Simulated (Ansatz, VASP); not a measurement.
Al3GaSb4: VASP beside Ansatz

```
Al Sb Ga
1.0
    -3.05253    3.05253    6.10483
     3.05253   -3.05253    6.10483
     3.05253    3.05253   -6.10483
Al Sb Ga
3 4 1
Direct
  0.75000 0.25000 0.50000
  0.50000 0.50000 0.00000
  0.25000 0.75000 0.50000
  0.12431 0.62621 0.00000
  0.87569 0.87569 0.50190
  0.62621 0.12431 0.00000
  0.37379 0.37379 0.49810
  0.00000 0.00000 0.00000
```

Alike in both runs: task single point; functional r2SCAN; k mesh 6 × 6 × 6; no spin polarisation.

|  | VASP | Ansatz |
| --- | --- | --- |
| version | VASP 6.6.1 | Ansatz 0.2.0 |
| potentials or method | VASP PAW PBE potentials, release 64 (Al, Sb, Ga_d) | plane waves, PAW |
| plane-wave cutoff (eV) | 550 | 500 |
| occupations | gaussian, width 0.01 eV | fixed |
| valence electrons in the cell | 42 | 82 |

Ansatz gave:

| Property | Result |
| --- | --- |
| gap on the k mesh at the Fermi level (eV) | 1.21 |
| pressure (GPa) | 1.8 |
| rms of the force components (eV/Å) | 0.002 |

Which values does VASP return?

gap on the k mesh at the Fermi level (eV): 1.20; pressure (GPa): 2.0; rms of the force components (eV/Å): 0.005.

VASP's potentials were made for PBE, not for r2SCAN. VASP's potentials hold 42 valence electrons a cell and Ansatz's 82, so a difference there can come from the potentials and not from the codes.

Neither program's run includes spin-orbit coupling.
